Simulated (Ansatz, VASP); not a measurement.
**CrNi: VASP beside Ansatz**

File INCAR:

```
SYSTEM = CrNi
ALGO     = Fast           ! electronic algorithm
EDIFF    = 1E-6           ! SCF threshold, eV
ENCUT    = 520            ! plane-wave cutoff, eV
GGA      = PE             ! functional
ISIF     = 2              ! what is computed and relaxed
ISMEAR   = 0              ! smearing method
LASPH    = .True.         ! aspherical terms in the spheres
LCHARG   = .False.        ! write CHGCAR
LREAL    = .False.        ! projectors in reciprocal space
LWAVE    = .False.        ! write WAVECAR
NBANDS   = 18             ! bands
NELM     = 100            ! most SCF steps
PREC     = Accurate       ! precision mode
SIGMA    = 0.1            ! smearing width, eV
```

Contents of KPOINTS:

```
k-points
0
Gamma
  6 6 6
  0 0 0
```

Contents of POSCAR:

```
CrNi
1.0
    1.2444927944      0.7185082499      4.1478027932
   -1.2444927944      0.7185082499      4.1478027932
    0.0000000000     -1.4370164998      4.1478027932
Cr Ni
1 1
Direct
    0.6500000000      0.0760000000      0.4530000000
    1.1500000000      0.5760000000      0.9530000000
```

Input for Ansatz:

```yaml
crystal:
  lattice:
    - [1.2444927944, 0.7185082499, 4.1478027932]
    - [-1.2444927944, 0.7185082499, 4.1478027932]
    - [0.0, -1.4370164998, 4.1478027932]
  atoms:
    - { symbol: Cr, position: [0.65, 0.076, 0.453] }
    - { symbol: Ni, position: [1.15, 0.576, 0.953] }
basis:
  ecutwfc: 420
kpoints:
  mp_grid: { grid: [6, 6, 6] }
hamiltonian:
  xc: pbe
scf:
  occupations: { method: gaussian, width: 0.1 }
output:
  forces: true
  stress: true
  eigenvalues: true
```

Alike in both runs: task single point; functional PBE; k mesh 6 × 6 × 6; occupations gaussian, width 0.1 eV; no spin polarisation.

```csv
,VASP,Ansatz
version,VASP 6.6.1,Ansatz 0.2.0
potentials or method,"VASP PAW PBE potentials, release 64 (Cr_pv, Ni), cutoff 520 eV","scalar-relativistic, plane waves, PAW"
valence electrons in the cell,22,32
```

VASP gave:

* gap on the k mesh at the Fermi level (eV): none
* pressure (GPa): 1.6
* traceless stress, the component that is largest in VASP (GPa): 3.39

Problem. What did Ansatz give for the same quantities?

Solution. gap on the k mesh at the Fermi level (eV): none; pressure (GPa): 1.7; traceless stress, the component that is largest in VASP (GPa): 3.00.

A gap of «none» marks a metal or a gap that the smearing closes. VASP's potentials hold 22 valence electrons a cell and Ansatz's 32, so a difference there can come from the potentials and not from the codes.

The k mesh is coarse, so the values compare programs but aren't converged.
